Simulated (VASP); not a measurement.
# Mo (Im-3m) in VASP: a series of runs, part 2 of 2

VASP 6.6.1.

## Step 4: Relaxation of cell and atoms, PBEsol, target pressure 2 GPa, at which the enthalpy is minimised

This run uses another cell than the first one, of 15.03 Å³/atom, 1.045 times its volume.

Contents of INCAR:

```
PREC = Accurate
ENCUT = 600
EDIFF = 1E-6
ISMEAR = 0
SIGMA = 0.1
LREAL = F
LASPH = T
NELM = 60
ALGO = Fast
ISIF = 3
LWAVE = F
LCHARG = F
GGA = PS
IBRION = 2
NSW = 70
EDIFFG = -0.008
PSTRESS = 20.0
```

Contents of KPOINTS:

```
regular mesh
0
Gamma
  18 18 18
```

Contents of POSCAR:

```
Mo
1.0
   -1.5546489295      1.5546489295      1.5546489295
    1.5546489295     -1.5546489295      1.5546489295
    1.5546489295      1.5546489295     -1.5546489295
Mo
1
Direct
    0.0000000000      0.0000000000      0.0000000000
```

Potentials or basis: VASP PAW PBE potentials, release 64 (Mo_sv).

Launch:

```
cat potpaw_PBE.64/Mo_sv/POTCAR > POTCAR
mpirun -np 1 vasp_std > vasp.out
```

OUTCAR:

```text
PREC = Accurate
   ENCUT = 600
   EDIFF = 1E-6
   ISMEAR = 0
   LREAL = F
   LASPH = T
   NELM = 60
   ISIF = 3
   GGA = PS
   IBRION = 2
   NSW = 70
   EDIFFG = -0.008
   PSTRESS = 20.0

 ion  position               nearest neighbor table
   1  0.000  0.000  0.000-

  LATTYP: Found a body centered cubic cell.
 ALAT       =     3.1092978590

  Lattice vectors:

 A1 = (  -1.5546489295,   1.5546489295,   1.5546489295)
 A2 = (   1.5546489295,  -1.5546489295,   1.5546489295)
 A3 = (   1.5546489295,   1.5546489295,  -1.5546489295)

Analysis of symmetry for initial positions (statically):
=====================================================================
 Subroutine PRICEL returns:
 Original cell was already a primitive cell.

 Routine SETGRP: Setting up the symmetry group for a
 body centered cubic supercell.

 Subroutine GETGRP returns: Found 48 space group operations
[... 9 lines left out ...]

 Routine SETGRP: Setting up the symmetry group for a
 body centered cubic supercell.

 Subroutine GETGRP returns: Found 48 space group operations
[... 11 lines left out ...]
                                     Primitive cell

  volume of cell :      15.0299

[... 145 lines left out ...]
  Total        0.5808801      0.5808801      0.5808801     -0.0000000     -0.0000000      0.0000000
  in kB       61.9213068     61.9213068     61.9213068     -0.0000000     -0.0000000      0.0000000
  external PRESSURE =      41.9213068 kB  Pullay stress =      20.0000000 kB
[... 61 lines left out ...]
--------------------------------------- Ionic step        3  -------------------------------------------

 number of electron      14.0000000 magnetization

 Free energy of the ion-electron system (eV)
  ---------------------------------------------------
  ext. energy  EPLUGINS =         0.00000000
  ---------------------------------------------------
  free energy    TOTEN  =       -11.77721355 eV

  energy without entropy =      -11.77494879  energy(sigma->0) =      -11.77608117

 E-fermi :  12.8923     XC(G=0): -13.6705

 val. band max:       12.8889808578   @ k =  -0.3889   0.4444   0.2778
 cond. band min:      12.9033521755   @ k =   0.3889   0.1111   0.0000
 fundamental gap:      0.0143713177
 Fermi energy:        12.8922958673

 k-point     1 :       0.0000    0.0000    0.0000
  band No.  band energies     occupation
      1     -48.3273      2.00000
      2     -21.5540      2.00000
      3     -21.5540      2.00000
      4     -21.5540      2.00000
      5       5.5056      2.00000
      6      11.4552      2.00000
      7      11.4552      2.00000
      8      11.4552      2.00000
      9      14.5643      0.00000
     10      14.5643      0.00000
     11      27.7163      0.00000
[... 309 lines left out ...]
 k-point    24 :       0.3889    0.1111    0.0000
  band No.  band energies     occupation
      1     -48.0321      2.00000
      2     -22.9855      2.00000
      3     -22.0813      2.00000
      4     -21.6340      2.00000
      5       7.7966      2.00000
      6       9.5044      2.00000
      7      12.9034      0.87575
      8      14.4821      0.00000
      9      15.6706      0.00000
     10      18.4763      0.00000
     11      24.9439      0.00000

 [... further k-points ...]

------------------------ aborting loop because EDIFF is reached ----------------------------------------

  FORCE on cell =-STRESS in cart. coord.  units (eV):
  Direction    XX          YY          ZZ          XY          YZ          ZX
  --------------------------------------------------------------------------------------
  -------------------------------------------------------------------------------------
  Total        0.1942539      0.1942539      0.1942539      0.0000000      0.0000000      0.0000000
  in kB       20.4152870     20.4152870     20.4152870      0.0000000      0.0000000      0.0000000
  external PRESSURE =       0.4152870 kB  Pullay stress =      20.0000000 kB
[... 20 lines left out ...]
  energy  without entropy=      -11.7749487948  energy(sigma->0) =      -11.77608117

  enthalpy is  TOTEN    =       -11.5869111610 eV   P V=        0.1903023896

 reached required accuracy - stopping structural energy minimisation
```

CONTCAR:

```text
Mo
   1.00000000000000
    -1.5620260740265883    1.5620260740265883    1.5620260740265883
     1.5620260740265883   -1.5620260740265883    1.5620260740265883
     1.5620260740265883    1.5620260740265883   -1.5620260740265883
  Mo
     1
Direct
     0.0000000000000000    0.0000000000000000    0.0000000000000000

  0.00000000E+00  0.00000000E+00  0.00000000E+00
```

Run time: 28 s. Hardware: 1 thread of Intel Xeon 6975P-C (Granite Rapids), shared host; peak memory 0.18 GiB.

Results:

- Free energy: -11.7772 eV
- Relaxed volume: 15.24 Å³/atom
- Relaxed cell: a = 2.706 Å, b = 2.706 Å, c = 2.706 Å, α = 109.47°, β = 109.47°, γ = 109.47°
- Space group after relaxing (to 0.05 Å): Im-3m (No. 229)
- Energy change on relaxing (the enthalpy is what falls): -5.4 meV/atom
- Ionic steps: 3
- Pressure after relaxing: 2.0 GPa
- Band gap on the k mesh: zero (band 7 reaches 17.03 eV, above the bottom of band 8 at 11.46 eV)

Step by step:
| step | energy change (eV) | largest force (eV/Å) | pressure (GPa) | volume (Å³) |
| --- | --- | --- | --- | --- |
| 1 | 0.0000 | 0.0000 | 6.19 | 15.03 |
| 2 | 0.0106 | 0.0000 | -9.33 | 15.90 |
| 3 | -0.0054 | 0.0000 | 2.04 | 15.24 |

Final structure:
```yaml
crystal:
  lattice:
    - [-1.56203, 1.56203, 1.56203]
    - [1.56203, -1.56203, 1.56203]
    - [1.56203, 1.56203, -1.56203]
  atoms:
    - { symbol: Mo, position: [0.00000, 0.00000, 0.00000] }
```

Caveat: the cell is relaxed towards a set pressure, so the enthalpy falls and the energy may rise; the PAW data sets were made with another functional, which shifts forces and pressure a little.

## Step 5: Relaxation of cell and atoms, PBEsol, target pressure 5 GPa, at which the enthalpy is minimised

This run uses another cell than the first one, of 15.06 Å³/atom, 1.047 times its volume.

Contents of INCAR:

```
PREC = Accurate
ENCUT = 600
EDIFF = 1E-6
ISMEAR = 0
SIGMA = 0.1
LREAL = False
LASPH = True
NELM = 100
ALGO = Normal
ISIF = 3
LWAVE = False
LCHARG = False
GGA = PS
IBRION = 2
NSW = 70
EDIFFG = -0.008
PSTRESS = 50.0
```

Contents of KPOINTS:

```
Automatic mesh
0
Gamma
  18 18 18
```

Contents of POSCAR:

```
Mo
1.0
   -1.5556700721      1.5556700721      1.5556700721
    1.5556700721     -1.5556700721      1.5556700721
    1.5556700721      1.5556700721     -1.5556700721
Mo
1
Direct
    0.0000000000      0.0000000000      0.0000000000
```

Launch:

```
cat potpaw_PBE.64/Mo_sv/POTCAR > POTCAR
mpirun -np 1 vasp_std > vasp.out
```

Run time: 19 s. Hardware: 1 thread of Intel Xeon 6975P-C (Granite Rapids), shared host; peak memory 0.18 GiB.

Results (log left out):

```
Free energy                                            : -11.7738 eV
Relaxed volume                                         : 15.09 Å³/atom
Relaxed cell                                           : a = 2.696 Å, b = 2.696 Å, c = 2.696 Å, α = 109.47°, β = 109.47°, γ = 109.47°
Space group after relaxing (to 0.05 Å)                 : Im-3m (No. 229)
Energy change on relaxing (the enthalpy is what falls) : -0.9 meV/atom
Ionic steps                                            : 3
Pressure after relaxing                                : 5.0 GPa
Band gap on the k mesh                                 : zero (band 7 reaches 17.26 eV, above the bottom of band 8 at 11.61 eV)
```

The path:
```csv
step,energy change (eV),largest force (eV/Å),pressure (GPa),volume (Å³)
1,0.0000,0.0000,5.56,15.06
2,-0.0031,0.0000,3.29,15.17
3,-0.0009,0.0000,5.00,15.09
```

Final structure:
```yaml
crystal:
  lattice:
    - [-1.55660, 1.55660, 1.55660]
    - [1.55660, -1.55660, 1.55660]
    - [1.55660, 1.55660, -1.55660]
  atoms:
    - { symbol: Mo, position: [0.00000, 0.00000, 0.00000] }
```

Levels at points of the mesh, in eV from the Fermi level:
```tsv
k point	band 3	band 4	band 5	band 6	band 7	band 8	band 9	band 10	band 11
(0.00, 0.00, 0.00)	-34.43	-34.43	-7.42	-1.46	-1.46	-1.46	1.69	1.69	14.83
(0.50, 0.00, 0.00)	-34.92	-34.44	-5.59	-3.61	1.72	1.74	2.40	5.01	11.98
(0.50, 0.50, 0.50)	-35.51	-35.51	-5.77	-5.77	4.19	4.19	4.19	9.28	9.28
```

Caveat: the cell is relaxed towards a set pressure, so the enthalpy falls and the energy may rise; the PAW data sets were made with another functional, which shifts forces and pressure a little.

## Step 6: Relaxation of cell and atoms, PBEsol, target pressure -2 GPa, at which the enthalpy is minimised

This run uses another cell than the first one, of 15.62 Å³/atom, 1.086 times its volume.

Contents of INCAR:

```
ALGO = Normal
EDIFF = 1E-6
EDIFFG = -0.008
ENCUT = 600
GGA = PS
IBRION = 2
ISIF = 3
ISMEAR = 0
LASPH = True
LCHARG = False
LREAL = False
LWAVE = False
NELM = 100
NSW = 70
PREC = Accurate
PSTRESS = -20.0
SIGMA = 0.1
```

Contents of KPOINTS:

```
k-points
0
Gamma
  18 18 18
```

Contents of POSCAR:

```
Mo
1.0
   -1.5747086348      1.5747086348      1.5747086348
    1.5747086348     -1.5747086348      1.5747086348
    1.5747086348      1.5747086348     -1.5747086348
Mo
1
Direct
    0.0000000000      0.0000000000      0.0000000000
```

Potentials or basis: VASP PAW PBE potentials, release 64 (Mo_sv).

Launch:

```
cat potpaw_PBE.64/Mo_sv/POTCAR > POTCAR
mpirun -np 1 vasp_std > vasp.out
```

Wall time 21 s (1 thread of Intel Xeon 6975P-C (Granite Rapids), shared host); peak memory 0.18 GiB.

The run converged. Its results:

* Free energy: -11.7777 eV
* Relaxed volume: 15.46 Å³/atom
* Relaxed cell: a = 2.718 Å, b = 2.718 Å, c = 2.718 Å, α = 109.47°, β = 109.47°, γ = 109.47°
* Space group after relaxing (to 0.05 Å): Im-3m (No. 229)
* Energy change on relaxing (the enthalpy is what falls): -3.4 meV/atom
* Ionic steps: 3
* Pressure after relaxing: -2.0 GPa
* Band gap on the k mesh: zero (band 7 reaches 16.72 eV, above the bottom of band 8 at 11.26 eV)

Step by step:
```csv
step,energy change (eV),largest force (eV/Å),pressure (GPa),volume (Å³)
1,0.0000,0.0000,-4.77,15.62
2,0.0024,0.0000,6.46,15.02
3,-0.0034,0.0000,-2.02,15.46
```

Final structure:
```
Mo
1.0
    -1.56932    1.56932    1.56932
     1.56932   -1.56932    1.56932
     1.56932    1.56932   -1.56932
Mo
1
Direct
  0.00000 0.00000 0.00000
```

Levels at points of the mesh, in eV from the Fermi level:
```csv
k point,band 4,band 5,band 6,band 7,band 8,band 9,band 10,band 11
"(0.00, 0.00, 0.00)",-34.47,-7.34,-1.41,-1.41,-1.41,1.65,1.65,14.81
"(0.50, 0.00, 0.00)",-34.49,-5.44,-3.48,1.63,1.69,2.33,4.84,11.94
"(0.50, 0.50, 0.50)",-35.48,-5.57,-5.57,4.06,4.06,4.06,9.09,9.09
```

Caveat: the cell is relaxed towards a set pressure, so the enthalpy falls and the energy may rise; the PAW data sets were made with another functional, which shifts forces and pressure a little.

## Step 7: Summary

```tsv
cell	gap on the mesh (eV)	pressure (GPa)
relaxed to 20 GPa from a = 2.654 Å, angles 109.5°, 1 atom	none	20.0
relaxed to 10 GPa from a = 2.680 Å, angles 109.5°, 1 atom	none	10.0
relaxed to 2 GPa from a = 2.693 Å, angles 109.5°, 1 atom	none	2.0
relaxed to 5 GPa from a = 2.694 Å, angles 109.5°, 1 atom	none	5.0
relaxed to -2 GPa from a = 2.727 Å, angles 109.5°, 1 atom	none	-2.0
```

Alike in all rows: task relaxation of cell and atoms; level PBEsol; potentials or basis VASP PAW PBE potentials, release 64 (Mo_sv); no spin polarisation; k mesh 18 × 18 × 18; cutoff (eV) 600; smearing gaussian 0.1 eV.

Caveats: the cell is relaxed towards a set pressure, so the enthalpy falls and the energy may rise; the PAW data sets were made with another functional, which shifts forces and pressure a little.

Absolute energies hang on the potentials; compare differences alone.
